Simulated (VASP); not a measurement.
# La3Fe (Im-3m) in VASP: single point with PBE

Aim: the single point of La3Fe with PBE.

Program: VASP 6.6.1. These are calculated values, not measurements. Logs are shortened: lines on timing, memory, paths and dates and some standing lists are left out, and cuts for length are marked.

## (1) The cell of the first run

The structure is cubic, space group Im-3m (No. 229). Conventional cell: a = 6.272 Å, b = 6.272 Å, c = 6.272 Å, α = 90.00°, β = 90.00°, γ = 90.00°. Within 4.1 Å of La (site symmetry 4/mmm) lie 4 La at 3.14 Å and 2 Fe at 3.14 Å. Fe (site symmetry m-3m) has 6 La at 3.14 Å within 4.1 Å.

The cell was generated, and may not be a known phase.

## (2) Single point, PBE, collinear spin, ferromagnetic start

Input file INCAR:

```
SYSTEM = La3Fe
PREC = Accurate
ENCUT = 520
EDIFF = 1E-6
ISMEAR = 0
SIGMA = 0.1
LREAL = .FALSE.
LASPH = .TRUE.
NELM = 150
ALGO = Normal
ISIF = 2
LWAVE = .FALSE.
LCHARG = .FALSE.
ISPIN = 2
MAGMOM = 0 0 0 3.2
LORBIT = 11
LMAXMIX = 6
GGA = PE
NBANDS = 32
```

Input file KPOINTS:

```
regular mesh
0
G
  10 10 10
  0 0 0
```

Input file POSCAR:

```
La3Fe
1.0
   -3.1357894633      3.1357894633      3.1357894633
    3.1357894633     -3.1357894633      3.1357894633
    3.1357894633      3.1357894633     -3.1357894633
La Fe
3 1
Direct
    0.0000000000      0.5000000000      0.5000000000
    0.5000000000      0.0000000000      0.5000000000
    0.5000000000      0.5000000000      0.0000000000
    0.0000000000      0.0000000000      0.0000000000
```

Potentials or basis: VASP PAW PBE potentials, release 64 (La, Fe).

Launch:

```
$ cat potpaw_PBE.64/La/POTCAR potpaw_PBE.64/Fe/POTCAR > POTCAR
$ mpirun -np 1 vasp_std > vasp.out
```

OUTCAR:

```text
SYSTEM = La3Fe
   PREC = Accurate
   ENCUT = 520
   EDIFF = 1E-6
   ISMEAR = 0
   LREAL = .FALSE.
   LASPH = .TRUE.
   NELM = 150
   ISIF = 2
   ISPIN = 2
   LORBIT = 11
   GGA = PE

 ion  position               nearest neighbor table
   1  0.000  0.500  0.500-   2 3.14   3 3.14   4 3.14   4 3.14   3 3.14   2 3.14
   2  0.500  0.000  0.500-   1 3.14   3 3.14   4 3.14   3 3.14   4 3.14   1 3.14
   3  0.500  0.500  0.000-   1 3.14   2 3.14   4 3.14   2 3.14   1 3.14   4 3.14
   4  0.000  0.000  0.000-   1 3.14   2 3.14   3 3.14   1 3.14   2 3.14   3 3.14

  LATTYP: Found a body centered cubic cell.
 ALAT       =     6.2715789266

  Lattice vectors:

 A1 = (  -3.1357894633,   3.1357894633,   3.1357894633)
 A2 = (   3.1357894633,  -3.1357894633,   3.1357894633)
 A3 = (   3.1357894633,   3.1357894633,  -3.1357894633)

Analysis of symmetry for initial positions (statically):
=====================================================================
 Subroutine PRICEL returns:
 Original cell was already a primitive cell.

 Routine SETGRP: Setting up the symmetry group for a
 body centered cubic supercell.

 Subroutine GETGRP returns: Found 48 space group operations
 (whereof 48 operations were pure point group operations)
 out of a pool of 48 trial point group operations.

The static configuration has the point symmetry O_h .

Analysis of symmetry for dynamics (positions and initial velocities):
=====================================================================
 Subroutine PRICEL returns:
 Original cell was already a primitive cell.

 Routine SETGRP: Setting up the symmetry group for a
 body centered cubic supercell.

 Subroutine GETGRP returns: Found 48 space group operations
 (whereof 48 operations were pure point group operations)
 out of a pool of 48 trial point group operations.

The dynamic configuration has the point symmetry O_h .

Analysis of structural, dynamic, and magnetic symmetry:
=====================================================================
 Subroutine PRICEL returns:
 Original cell was already a primitive cell.

 Routine SETGRP: Setting up the symmetry group for a
 body centered cubic supercell.

 Subroutine GETGRP returns: Found 48 space group operations
 (whereof 48 operations were pure point group operations)
 out of a pool of 48 trial point group operations.

[... 126 lines left out ...]
  Fermi-wavevector in a.u.,A,eV,Ry     =   1.134060  2.143062 17.498334  1.286091
  Thomas-Fermi vector in A             =   2.270763
   LORBIT       =     11    0 simple, 1 ext, 2 COOP (PROOUT), +10 PAW based schemes
   GGA     = PE    functional components
   LHFCALC =     F    Hartree Fock is set to
   AEXX    =    0.0000 exact exchange contribution
   IVDW    =     0    specifies the selected vdW correction
   LEPSILON=     F    determine dielectric tensor
   LRPA    =     F    only Hartree local field effects (RPA)
 spin polarized calculation
 Gauss-broadening in eV      SIGMA  =   0.10
  energy-cutoff  :      520.00
  volume of cell :      123.34
 maximum number of plane-waves:      3358
   NGX = 21   NGY = 21   NGZ = 21

 number of electron      41.0000014 magnetization       3.0357388

 Free energy of the ion-electron system (eV)
  ---------------------------------------------------
  ext. energy  EPLUGINS =         0.00000000
  ---------------------------------------------------
  free energy    TOTEN  =       -20.01077431 eV

  energy without entropy =      -19.97318307  energy(sigma->0) =      -19.99197869

 E-fermi :   7.3051     XC(G=0):  -9.8502

 val. band max:        7.3028014265   @ k =   0.2000   0.0000   0.0000
 cond. band min:       7.3070491905   @ k =   0.1000   0.1000   0.1000
 fundamental gap:      0.0042477640
 Fermi energy:         7.3050938136

 spin component 1

 k-point     1 :       0.0000    0.0000    0.0000
  band No.  band energies     occupation
      1     -25.6333      1.00000
      2     -24.9971      1.00000
      3     -24.9971      1.00000
      4     -10.4224      1.00000
      5     -10.4224      1.00000
      6     -10.4224      1.00000
[... 829 lines left out ...]
     31       9.1382      0.00000
     32       9.3751      0.00000

 [... further k-points ...]

 spin component 2

 k-point     1 :       0.0000    0.0000    0.0000
  band No.  band energies     occupation
      1     -25.6222      1.00000
      2     -24.9903      1.00000
      3     -24.9903      1.00000
      4     -10.3856      1.00000
      5     -10.3856      1.00000
      6     -10.3856      1.00000
[... 829 lines left out ...]
     31       9.2490      0.00000
     32       9.4054      0.00000

 [... further k-points ...]
[... 5 lines left out ...]
  --------------------------------------------------------------------------------------
  -------------------------------------------------------------------------------------
  Total       -0.0616135     -0.0616135     -0.0616135      0.0000000      0.0000000      0.0000000
  in kB       -0.8003614     -0.8003614     -0.8003614      0.0000000      0.0000000      0.0000000
  external PRESSURE =      -0.8003614 kB  Pullay stress =       0.0000000 kB

 VOLUME and BASIS-vectors are now :
 -----------------------------------------------------------------------------
  energy-cutoff  :      520.00
  volume of cell :      123.34
      direct lattice vectors                 reciprocal lattice vectors
    -3.135789463  3.135789463  3.135789463     0.000000000  0.159449480  0.159449480
     3.135789463 -3.135789463  3.135789463     0.159449480  0.000000000  0.159449480
     3.135789463  3.135789463 -3.135789463     0.159449480  0.159449480  0.000000000

 POSITION                                       TOTAL-FORCE (eV/Angst)
 -----------------------------------------------------------------------------------
      3.13579      0.00000      0.00000        -0.000000      0.000000     -0.000000
      0.00000      3.13579      0.00000        -0.000000     -0.000000      0.000000
      0.00000      0.00000      3.13579        -0.000000      0.000000     -0.000000
      0.00000      0.00000      0.00000         0.000000     -0.000000      0.000000
 -----------------------------------------------------------------------------------
    total drift:                               -0.000000     -0.000000      0.000000

  FREE ENERGIE OF THE ION-ELECTRON SYSTEM (eV)
  ---------------------------------------------------
  free  energy   TOTEN  =       -20.0107743093 eV

  energy  without entropy=      -19.9731830694  energy(sigma->0) =      -19.99197869

 total charge

# of ion       s       p       d       f       tot
--------------------------------------------------
    1        2.035   5.544   1.081   0.119   8.779
    2        2.035   5.544   1.081   0.119   8.779
    3        2.035   5.544   1.081   0.119   8.779
    4        0.476   0.176   6.126   0.000   6.779
--------------------------------------------------
tot          6.580  16.808   9.369   0.358  33.115

 magnetization (x)

# of ion       s       p       d       f       tot
--------------------------------------------------
    1        0.001   0.003   0.015  -0.007   0.012
    2        0.001   0.003   0.015  -0.007   0.012
    3        0.001   0.003   0.015  -0.007   0.012
    4        0.044   0.025   2.775   0.000   2.844
--------------------------------------------------
tot          0.047   0.033   2.822  -0.022   2.880
```

OSZICAR:

```text
N       E                     dE             d eps       ncg     rms          rms(c)
DAV:   1     0.479623862399E+03    0.47962E+03   -0.14250E+04  6056   0.180E+03
DAV:   2     0.652348560145E+02   -0.41439E+03   -0.40009E+03  8392   0.328E+02
DAV:   3    -0.127515988505E+02   -0.77986E+02   -0.75535E+02  8640   0.181E+02
[... 22 lines left out ...]
DAV:  26    -0.200103116252E+02   -0.29791E-02   -0.19280E-02 10560   0.584E-01    0.124E-01
DAV:  27    -0.200106207527E+02   -0.30913E-03   -0.19828E-03 10152   0.239E-01    0.124E-01
DAV:  28    -0.200107612554E+02   -0.14050E-03   -0.66545E-04 10768   0.136E-01    0.810E-02
DAV:  29    -0.200107714601E+02   -0.10205E-04   -0.14731E-04  9632   0.459E-02    0.483E-02
DAV:  30    -0.200107739432E+02   -0.24831E-05   -0.18339E-05  8904   0.220E-02    0.300E-02
DAV:  31    -0.200107743093E+02   -0.36611E-06   -0.61098E-06  7600   0.155E-02
   1 F= -.20010774E+02 E0= -.19991979E+02  d E =-.375912E-01  mag=     3.0357
```

stdout:

```text
POSCAR found type information on POSCAR LaFe
 POSCAR found :  2 types and       4 ions
 scaLAPACK will be used
 LDA part: xc-table for (Slater+PW92), standard interpolation
 POSCAR, INCAR and KPOINTS ok, starting setup
 FFT: planning ... GRIDC
 FFT: planning ... GRID_SOFT
 FFT: planning ... GRID
 WAVECAR not read
 entering main loop
```

Run time: 28 min. Hardware: 1 thread of Intel Xeon 8259CL, shared host; peak memory 0.51 GiB.

Results:

* Free energy: -20.0108 eV
* Pressure: -0.1 GPa
* Band gap on the k mesh: zero (filled and empty bands overlap)
* Net moment: 3.04 μB per cell
* Site moments: La +0.01; Fe +2.84 μB
* Valence electrons inside the program's atomic spheres: La 8.78; Fe 6.78

Caveat: spin-orbit coupling is left out, which moves the levels of the heavy elements.
